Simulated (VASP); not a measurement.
# Cr (Im-3m) in VASP: a series of runs

The runs below take Cr through single point, with PBE.

All numbers are computed with VASP 6.6.1; they aren't measurements. Logs are shortened: lines on timing, memory, paths and dates and some standing lists are left out, and cuts for length are marked.

**1. The cell of the first run**

The structure is cubic, space group Im-3m (No. 229). Conventional cell: a = 2.848 Å, b = 2.848 Å, c = 2.848 Å, α = 90.00°, β = 90.00°, γ = 90.00°. Cr (site symmetry m-3m) has 14 Cr at 2.47 to 2.85 Å within 3.3 Å.

**2. Single point, PBE**

INCAR reads:

```
  PREC = Accurate
  ENCUT = 500
  EDIFF = 1E-6
  ISMEAR = -1
  SIGMA = 0.1
  LREAL = False
  LASPH = True
  NELM = 120
  ALGO = Normal
  ISIF = 2
  LWAVE = False
  LCHARG = False
  GGA = PE
  NBANDS = 12
  GGA_COMPAT = False
```

KPOINTS reads:

```
regular mesh
0
Gamma
  4 4 4
```

POSCAR reads:

```
Cr
1.0
    1.4242148680      1.4242148680      1.4242148680
   -1.4242148680      1.4242148680      1.4242148680
   -1.4242148680     -1.4242148680      1.4242148680
Cr
1
Direct
    0.0000000000      0.0000000000      0.0000000000
```

Potentials or basis: VASP PAW PBE potentials, release 64 (Cr_pv).

Launch:

```bash
> cat potpaw_PBE.64/Cr_pv/POTCAR > POTCAR
> mpirun -np 1 vasp_std > vasp.out
```

OUTCAR:

```text
PREC = Accurate
   ENCUT = 500
   EDIFF = 1E-6
   ISMEAR = -1
   LREAL = False
   LASPH = True
   NELM = 120
   ISIF = 2
   GGA = PE

 ion  position               nearest neighbor table
   1  0.000  0.000  0.000-

  LATTYP: Found a body centered cubic cell.
 ALAT       =     2.8484297360

  Lattice vectors:

 A1 = (   1.4242148680,  -1.4242148680,  -1.4242148680)
 A2 = (   1.4242148680,   1.4242148680,   1.4242148680)
 A3 = (  -1.4242148680,  -1.4242148680,   1.4242148680)

Analysis of symmetry for initial positions (statically):
=====================================================================
 Subroutine PRICEL returns:
 Original cell was already a primitive cell.

 Routine SETGRP: Setting up the symmetry group for a
 body centered cubic supercell.

 Subroutine GETGRP returns: Found 48 space group operations
 (whereof 48 operations were pure point group operations)
 out of a pool of 48 trial point group operations.

The static configuration has the point symmetry O_h .

Analysis of symmetry for dynamics (positions and initial velocities):
=====================================================================
 Subroutine PRICEL returns:
 Original cell was already a primitive cell.

 Routine SETGRP: Setting up the symmetry group for a
 body centered cubic supercell.

 Subroutine GETGRP returns: Found 48 space group operations
 (whereof 48 operations were pure point group operations)
 out of a pool of 48 trial point group operations.

The dynamic configuration has the point symmetry O_h .

 Subroutine INISYM returns: Found 48 space group operations
 (whereof 48 operations are pure point group operations),
 and found     1 'primitive' translations

----------------------------------------------------------------------------------------

                                     Primitive cell

  volume of cell :      11.5554

  direct lattice vectors                    reciprocal lattice vectors
     1.424214868  1.424214868  1.424214868     0.351070622  0.000000000  0.351070622
    -1.424214868  1.424214868  1.424214868    -0.351070622  0.351070622  0.000000000
    -1.424214868 -1.424214868  1.424214868     0.000000000 -0.351070622  0.351070622

  length of vectors
     2.466812512  2.466812512  2.466812512     0.496488835  0.496488835  0.496488835

  position of ions in fractional coordinates (direct lattice)
     0.000000000  0.000000000  0.000000000

  ion indices of the primitive-cell ions
   primitive index   ion index
                 1           1
[... 55 lines left out ...]
   EDIFF  = 0.1E-05   stopping-criterion for ELM
   LREAL  =      F    real-space projection
[... 7 lines left out ...]
   TEBEG  =    0.0;   TEEND  =   0.0 temperature during run
   PSTRESS=    0.0 pullay stress
   NELECT =      12.0000    total number of electrons
   NUPDOWN=      -1.0000    fix difference up-down
   EMIN   =  10.00;   EMAX   =-10.00  energy-range for DOS
   EFERMI =   0.00;   METHOD = LEGACY
   ISMEAR =    -1;   SIGMA  =   0.10  broadening in eV -4-tet -1-fermi 0-gaus
   EFERMI_NEDOS =   21; number of points for ismear=-14 and -15
   IALGO  =     38    algorithm
   IMIX   =      4    mixing-type and parameters
     AMIX     =   0.40;   BMIX     =  1.00
     AMIX_MAG =   1.60;   BMIX_MAG =  1.00
  volume/ion in A,a.u.               =      11.56        77.98
  Fermi-wavevector in a.u.,A,eV,Ry     =   1.657829  3.132843 37.394212  2.748397
  Thomas-Fermi vector in A             =   2.745515
   LORBIT       =      0    0 simple, 1 ext, 2 COOP (PROOUT), +10 PAW based schemes
   GGA     = PE    functional components
   LHFCALC =     F    Hartree Fock is set to
   AEXX    =    0.0000 exact exchange contribution
   IVDW    =     0    specifies the selected vdW correction
   LEPSILON=     F    determine dielectric tensor
   LRPA    =     F    only Hartree local field effects (RPA)
 non-spin polarized calculation
  energy-cutoff  :      500.00
  volume of cell :       11.56
 maximum number of plane-waves:       321
 NGX is ok and might be reduce to    18
   NGX =  9   NGY =  9   NGZ =  9

 number of electron      11.9999993 magnetization

 Free energy of the ion-electron system (eV)
  ---------------------------------------------------
  ext. energy  EPLUGINS =         0.00000000
  ---------------------------------------------------
  free energy    TOTEN  =        -9.48316028 eV

  energy without entropy =       -9.47400089  energy(sigma->0) =       -9.47858059

 E-fermi :  11.0799     XC(G=0): -13.6520

 val. band max:       10.6715187572   @ k =   0.2500   0.2500   0.2500
 cond. band min:      11.4591724129   @ k =   0.5000   0.2500   0.2500
 fundamental gap:      0.7876536557
 Fermi energy:        11.0799171691

 k-point     1 :       0.0000    0.0000    0.0000
  band No.  band energies     occupation
      1     -31.6001      2.00000
      2     -31.6001      2.00000
      3     -31.6001      2.00000
      4       3.1155      2.00000
      5      10.1731      1.99977
      6      10.1731      1.99977
      7      10.1731      1.99977
      8      12.2377      0.00002
      9      12.2377      0.00002
     10      18.3025      0.00000
     11      33.2532      0.00000
     12      33.2532      0.00000
[... 91 lines left out ...]
 k-point     8 :       0.5000    0.5000    0.5000
  band No.  band energies     occupation
      1     -32.2324      2.00000
      2     -32.2324      2.00000
      3     -32.2324      2.00000
      4       6.7269      2.00000
      5       6.7269      2.00000
      6      13.5517      0.00000
      7      13.5517      0.00000
      8      13.5517      0.00000
      9      18.2995      0.00000
     10      21.5904      0.00000
     11      21.5904      0.00000
     12      21.5904      0.00000

------------------------ aborting loop because EDIFF is reached ----------------------------------------

  FORCE on cell =-STRESS in cart. coord.  units (eV):
  Direction    XX          YY          ZZ          XY          YZ          ZX
  --------------------------------------------------------------------------------------
  -------------------------------------------------------------------------------------
  Total       -0.1152758     -0.1152758     -0.1152758     -0.0000000      0.0000000      0.0000000
  in kB      -15.9831398    -15.9831398    -15.9831398     -0.0000000      0.0000000      0.0000000
  external PRESSURE =     -15.9831398 kB  Pullay stress =       0.0000000 kB

 VOLUME and BASIS-vectors are now :
 -----------------------------------------------------------------------------
  energy-cutoff  :      500.00
  volume of cell :       11.56
      direct lattice vectors                 reciprocal lattice vectors
     1.424214868  1.424214868  1.424214868     0.351070622  0.000000000  0.351070622
    -1.424214868  1.424214868  1.424214868    -0.351070622  0.351070622  0.000000000
    -1.424214868 -1.424214868  1.424214868     0.000000000 -0.351070622  0.351070622

 POSITION                                       TOTAL-FORCE (eV/Angst)
 -----------------------------------------------------------------------------------
      0.00000      0.00000      0.00000        -0.000000     -0.000000     -0.000000
 -----------------------------------------------------------------------------------
    total drift:                               -0.000000      0.000000     -0.000000

  FREE ENERGIE OF THE ION-ELECTRON SYSTEM (eV)
  ---------------------------------------------------
  free  energy   TOTEN  =        -9.4831602838 eV

  energy  without entropy=       -9.4740008909  energy(sigma->0) =       -9.47858059
```

OSZICAR:

```text
N       E                     dE             d eps       ncg     rms          rms(c)
DAV:   1     0.811225430507E+02    0.81123E+02   -0.73775E+03   192   0.119E+03
DAV:   2    -0.983986524847E+01   -0.90962E+02   -0.87897E+02   200   0.305E+02
DAV:   3    -0.110038232688E+02   -0.11640E+01   -0.11590E+01   220   0.405E+01
DAV:   4    -0.110111200098E+02   -0.72967E-02   -0.72965E-02   204   0.316E+00
DAV:   5    -0.110112041949E+02   -0.84185E-04   -0.84185E-04   208   0.312E-01    0.129E+01
DAV:   6    -0.951172001633E+01    0.14995E+01   -0.40615E+00   192   0.355E+01    0.213E+00
DAV:   7    -0.949001248517E+01    0.21708E-01   -0.76531E-02   200   0.444E+00    0.106E+00
DAV:   8    -0.948315414632E+01    0.68583E-02   -0.37202E-03   208   0.923E-01    0.721E-02
DAV:   9    -0.948317896554E+01   -0.24819E-04   -0.12262E-04   196   0.160E-01    0.357E-02
DAV:  10    -0.948316199962E+01    0.16966E-04   -0.36609E-06   200   0.247E-02    0.673E-03
DAV:  11    -0.948316022003E+01    0.17796E-05   -0.52559E-07    96   0.114E-02    0.139E-03
DAV:  12    -0.948316028383E+01   -0.63800E-07   -0.42787E-08    96   0.296E-03
   1 F= -.94831603E+01 E0= -.94785806E+01  d E =-.915939E-02
```

Run time: 1.4 s. Hardware: 1 thread of Intel Xeon 6975P-C (Granite Rapids), shared host; peak memory 0.11 GiB.

Results:

```
Free energy            : -9.4832 eV
Pressure               : -1.6 GPa
Band gap on the k mesh : zero (band 6 reaches 13.55 eV, above the bottom of band 7 at 10.17 eV)
```

Caveat: the k points lie up to 0.78 Å⁻¹ apart; the run has no spin polarisation, though such a crystal can be magnetic. Spin polarisation is off, so any magnetic state and its effect on volume and gap are missing.

**3. Single point, PBE**

INCAR reads:

```
SYSTEM = Cr
PREC = Accurate ; ENCUT = 500
EDIFF = 1E-6 ; ISMEAR = -1
SIGMA = 0.1 ; LREAL = .FALSE.
LASPH = .TRUE. ; NELM = 120
ALGO = Normal ; ISIF = 2
LWAVE = .FALSE. ; LCHARG = .FALSE.
GGA = PE ; NBANDS = 12
GGA_COMPAT = .FALSE.
```

KPOINTS reads:

```
Automatic mesh
0
G
  4 4 4
  0 0 0
```

POSCAR is that of step 2.

Potentials or basis: VASP PAW PBE potentials, release 64 (Cr_pv).

Launch:

```bash
> cat potpaw_PBE.64/Cr_pv/POTCAR > POTCAR
> mpirun -np 1 vasp_std > vasp.out
```

Wall time 1.5 s (1 thread of Intel Xeon 6975P-C (Granite Rapids), shared host); peak memory 0.11 GiB.

Results (log left out):

```yaml
Free_energy: -9.4832 eV
Pressure: -1.6 GPa
Band_gap_on_the_k_mesh: zero (band 6 reaches 13.55 eV, above the bottom of band 7 at 10.17 eV)
```

Levels at points of the mesh, in eV from the Fermi level:
| k point | band 3 | band 4 | band 5 | band 6 | band 7 | band 8 | band 9 | band 10 |
| --- | --- | --- | --- | --- | --- | --- | --- | --- |
| (0.00, 0.00, 0.00) | -42.68 | -7.96 | -0.91 | -0.91 | -0.91 | 1.16 | 1.16 | 7.22 |
| (0.50, 0.00, 0.00) | -42.69 | -4.48 | -2.47 | 1.01 | 1.16 | 1.50 | 2.87 | 7.22 |
| (0.50, 0.50, 0.50) | -43.31 | -4.35 | -4.35 | 2.47 | 2.47 | 2.47 | 7.22 | 10.51 |

Caveat: the k points lie up to 0.78 Å⁻¹ apart; the run has no spin polarisation, though such a crystal can be magnetic. Spin polarisation is off, so any magnetic state and its effect on volume and gap are missing.
